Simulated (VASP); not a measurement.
# Ti2O (P-3m1) in VASP: further runs, part 2 of 2

VASP 6.6.1. Earlier steps stand in the parts before.

## Step 5: Relaxation of cell and atoms, PBEsol, target pressure 30 GPa, at which the enthalpy is minimised

This run uses another cell than the first one, of 10.54 Å³/atom.

Input file INCAR:

```
SYSTEM = Ti2O
PREC     = Accurate       ! precision mode
ENCUT    = 600            ! plane-wave cutoff, eV
EDIFF    = 1E-6           ! SCF threshold, eV
ISMEAR   = 0              ! smearing method
SIGMA    = 0.1            ! smearing width, eV
LREAL    = .FALSE.        ! projectors in reciprocal space
LASPH    = .TRUE.         ! aspherical terms in the spheres
NELM     = 60             ! most SCF steps
ALGO     = Normal         ! electronic algorithm
ISIF     = 3              ! what is computed and relaxed
LWAVE    = .FALSE.        ! write WAVECAR
LCHARG   = .FALSE.        ! write CHGCAR
GGA      = PS             ! functional
IBRION   = 2              ! ionic algorithm
NSW      = 70             ! ionic steps
EDIFFG   = -0.008         ! ionic threshold
PSTRESS  = 300.0
```

Input file KPOINTS:

```
regular mesh
0
G
  18 18 10
  0 0 0
```

Input file POSCAR:

```
Ti2O
1.0
    2.8317115935      0.0000000000      0.0000000000
   -1.4158557967      2.4523341762      0.0000000000
    0.0000000000      0.0000000000      4.5518492112
Ti O
2 1
Direct
    0.6666666667      0.3333333333      0.2654247830
    0.3333333333      0.6666666667      0.7345752170
    0.0000000000      0.0000000000      0.0000000000
```

Potentials or basis: VASP PAW PBE potentials, release 64 (Ti_sv, O).

Run with:

```sh
$ cat potpaw_PBE.64/Ti_sv/POTCAR potpaw_PBE.64/O/POTCAR > POTCAR
$ mpirun -np 1 vasp_std > vasp.out
```

OUTCAR:

```text
SYSTEM = Ti2O
   PREC = Accurate
   ENCUT = 600
   EDIFF = 1E-6
   ISMEAR = 0
   LREAL = .FALSE.
   LASPH = .TRUE.
   NELM = 60
   ISIF = 3
   GGA = PS
   IBRION = 2
   NSW = 70
   EDIFFG = -0.008
   PSTRESS = 300.0

 ion  position               nearest neighbor table
   1  0.667  0.333  0.265-   3 2.03   3 2.03   3 2.03   2 2.69   2 2.69   2 2.69   2 2.92   2 2.92
                             2 2.92
   2  0.333  0.667  0.735-   3 2.03   3 2.03   3 2.03   1 2.69   1 2.69   1 2.69   1 2.92   1 2.92
                             1 2.92
   3  0.000  0.000  0.000-   1 2.03   2 2.03   1 2.03   2 2.03   1 2.03   2 2.03

  LATTYP: Found a hexagonal cell.
 ALAT       =     2.8317115935
 C/A-ratio  =     1.6074550889

  Lattice vectors:

 A1 = (   2.8317115935,   0.0000000000,   0.0000000000)
 A2 = (  -1.4158557967,   2.4523341762,   0.0000000000)
 A3 = (   0.0000000000,   0.0000000000,   4.5518492112)

Analysis of symmetry for initial positions (statically):
=====================================================================
 Subroutine PRICEL returns:
 Original cell was already a primitive cell.

 Routine SETGRP: Setting up the symmetry group for a
 hexagonal supercell.

 Subroutine GETGRP returns: Found 12 space group operations
 (whereof 12 operations were pure point group operations)
 out of a pool of 24 trial point group operations.

The static configuration has the point symmetry D_3d.

Analysis of symmetry for dynamics (positions and initial velocities):
=====================================================================
 Subroutine PRICEL returns:
 Original cell was already a primitive cell.

 Routine SETGRP: Setting up the symmetry group for a
 hexagonal supercell.

 Subroutine GETGRP returns: Found 12 space group operations
 (whereof 12 operations were pure point group operations)
 out of a pool of 24 trial point group operations.

The dynamic configuration has the point symmetry D_3d.

 Subroutine INISYM returns: Found 12 space group operations
 (whereof 12 operations are pure point group operations),
[... 125 lines left out ...]
   AEXX    =    0.0000 exact exchange contribution
   IVDW    =     0    specifies the selected vdW correction
   LEPSILON=     F    determine dielectric tensor
   LRPA    =     F    only Hartree local field effects (RPA)
 conjugate gradient relaxation of ions
 non-spin polarized calculation
 Gauss-broadening in eV      SIGMA  =   0.10
  energy-cutoff  :      600.00
  volume of cell :       31.61
 maximum number of plane-waves:      1087
 NGX is ok and might be reduce to    24
   NGX = 11   NGY = 11   NGZ = 19

--------------------------------------- Ionic step        1  -------------------------------------------

 number of electron      30.0000012 magnetization

 Free energy of the ion-electron system (eV)
  ---------------------------------------------------
  ext. energy  EPLUGINS =         0.00000000
  ---------------------------------------------------
  free energy    TOTEN  =       -27.24987179 eV

  energy without entropy =      -27.24524717  energy(sigma->0) =      -27.24755948

------------------------ aborting loop because EDIFF is reached ----------------------------------------

  FORCE on cell =-STRESS in cart. coord.  units (eV):
  Direction    XX          YY          ZZ          XY          YZ          ZX
  --------------------------------------------------------------------------------------
  -------------------------------------------------------------------------------------
  Total        6.1944347      6.1944347      6.2097093      0.0000000      0.0000000      0.0000000
  in kB      313.9754732    313.9754732    314.7496918      0.0000000      0.0000000      0.0000000
  external PRESSURE =      14.2335460 kB  Pullay stress =     300.0000000 kB
[... 182 lines left out ...]
--------------------------------------- Ionic step        6  -------------------------------------------

 number of electron      30.0000007 magnetization

 Free energy of the ion-electron system (eV)
  ---------------------------------------------------
  ext. energy  EPLUGINS =         0.00000000
  ---------------------------------------------------
  free energy    TOTEN  =       -27.27056921 eV

  energy without entropy =      -27.26602585  energy(sigma->0) =      -27.26829753

 E-fermi :  11.4856     XC(G=0): -13.2272

 val. band max:       11.4793792145   @ k =   0.4444   0.1111   0.4000
 cond. band min:      11.4971664655   @ k =   0.2222   0.0556   0.3000
 fundamental gap:      0.0177872511
 Fermi energy:        11.4856132114

 k-point     1 :       0.0000    0.0000    0.0000
  band No.  band energies     occupation
      1     -45.2722      2.00000
      2     -45.0448      2.00000
      3     -22.3119      2.00000
      4     -21.2317      2.00000
      5     -21.2317      2.00000
      6     -21.1093      2.00000
[... 505 lines left out ...]
      6     -21.5175      2.00000
[... 11 lines left out ...]
     18      14.4183      0.00000
     19      14.8087      0.00000

 [... further k-points ...]

------------------------ aborting loop because EDIFF is reached ----------------------------------------

  FORCE on cell =-STRESS in cart. coord.  units (eV):
  Direction    XX          YY          ZZ          XY          YZ          ZX
  --------------------------------------------------------------------------------------
  -------------------------------------------------------------------------------------
  Total        5.9449430      5.9449430      5.9466845      0.0000000      0.0000000     -0.0000000
  in kB      300.4716131    300.4716131    300.5596320      0.0000000      0.0000000     -0.0000000
  external PRESSURE =       0.5009527 kB  Pullay stress =     300.0000000 kB
[... 22 lines left out ...]
  energy  without entropy=      -27.2660258484  energy(sigma->0) =      -27.26829753

  enthalpy is  TOTEN    =       -21.3349572070 eV   P V=        5.9356120041

 reached required accuracy - stopping structural energy minimisation
```

OSZICAR:

```text
N       E                     dE             d eps       ncg     rms          rms(c)
DAV:   1     0.359292262601E+03    0.35929E+03   -0.17216E+04 12564   0.224E+03
DAV:   2     0.174364862144E+02   -0.34186E+03   -0.33343E+03 12639   0.566E+02
[... 54 lines left out ...]
   5 F= -.21334730E+02 E0= -.21332458E+02  d E =-.104883E-02
       N       E                     dE             d eps       ncg     rms          rms(c)
DAV:   1    -0.272713794543E+02   -0.32604E-02   -0.76318E-02 12782   0.401E+00    0.262E-01
DAV:   2    -0.272709227137E+02    0.45674E-03   -0.65211E-03 12876   0.868E-01    0.146E-01
DAV:   3    -0.272705670020E+02    0.35571E-03   -0.10142E-03 19091   0.385E-01    0.184E-02
DAV:   4    -0.272705701904E+02   -0.31883E-05   -0.13030E-04 15634   0.136E-01    0.104E-02
DAV:   5    -0.272705692110E+02    0.97931E-06   -0.59538E-06 16048   0.239E-02
   6 F= -.21334957E+02 E0= -.21332686E+02  d E =-.227175E-03
```

It took 13 min on 1 thread of AMD EPYC 7R13 (Zen 3), shared host; peak memory 0.32 GiB.

What came out:

```
Free energy                                                : -27.2706 eV
Relaxed volume                                             : 10.57 Å³/atom
Relaxed cell                                               : a = 2.829 Å, b = 2.829 Å, c = 4.574 Å, α = 90.00°, β = 90.00°, γ = 120.00°
Space group after relaxing (to 0.1 Å)                      : P-3m1 (No. 164)
Energy change on relaxing (the run minimises the enthalpy) : -6.9 meV/atom
Ionic steps                                                : 6
Pressure after relaxing                                    : 30.1 GPa
Largest force after relaxing                               : 0.003 eV/Å
Band gap on the k mesh                                     : zero (bands 15 and 16 overlap by 0.84 eV)
```

Forces in eV/Å, atoms in the order of the input:
```
Ti   0.000  0.000 -0.003
Ti   0.000  0.000  0.003
O    0.000  0.000  0.000
```

The path:
```
step  energy change (eV)  largest force (eV/Å)  pressure (GPa)  volume (Å³)
   1              0.0000                0.2664           31.42        31.61
   2             -0.0801                0.0898           26.65        32.04
   3             -0.0409                0.0930           29.10        31.81
   4             -0.0143                0.0354           30.31        31.67
   5             -0.0182                0.0166           30.16        31.69
   6             -0.0207                0.0032           30.05        31.70
```

Final structure:
```
CELL_PARAMETERS angstrom
2.82903 0.00000 0.00000
-1.41451 2.45001 0.00000
0.00000 0.00000 4.57351
ATOMIC_POSITIONS crystal
Ti 0.66667 0.33333 0.26823
Ti 0.33333 0.66667 0.73177
O 0.00000 0.00000 0.00000
```

Caveat: the cell is relaxed towards a set pressure, so the run minimises the enthalpy, not the energy; the PAW data sets were made with another functional, which shifts forces and pressure a little.

## Step 6: The runs side by side

| task | potentials or basis | cell | cutoff (eV) | gap on the mesh (eV) | pressure (GPa) | largest force (eV/Å) |
| --- | --- | --- | --- | --- | --- | --- |
| single point | VASP PAW PBE potentials, release 64 (Ti_sv, O_h) | a = 2.820, b = 2.820, c = 4.557 Å, angles 90.0, 90.0, 120.0°, 3 atoms, atomic positions A | 1340 | none | 33.4 | 0.08 |
| single point | VASP PAW PBE potentials, release 64 (Ti_sv, O) | a = 2.970, b = 2.970, c = 4.745 Å, angles 90.0, 90.0, 120.0°, 3 atoms, atomic positions B | 520 | none | -2.7 | 0.04 |
| relaxation of cell and atoms | VASP PAW PBE potentials, release 64 (Ti_sv, O) | relaxed to 60 GPa from a = 2.755, b = 2.755, c = 4.448 Å, angles 90.0, 90.0, 120.0°, 3 atoms, atomic positions C | 600 | none | 60.0 | - |
| relaxation of cell and atoms | VASP PAW PBE potentials, release 64 (Ti_sv, O) | relaxed to 30 GPa from a = 2.832, b = 2.832, c = 4.552 Å, angles 90.0, 90.0, 120.0°, 3 atoms, atomic positions D | 600 | none | 30.1 | - |

Alike in all rows: level PBEsol; no spin polarisation; k mesh 18 × 18 × 10; smearing gaussian 0.1 eV.

Caveats: the PAW data sets were made with another functional, which shifts forces and pressure a little; the cell is relaxed towards a set pressure, so the run minimises the enthalpy, not the energy (at least some runs); the cell stands under pressure (at least some runs).

Total energies depend on the potentials used, so only differences within one code and one set of settings carry meaning.
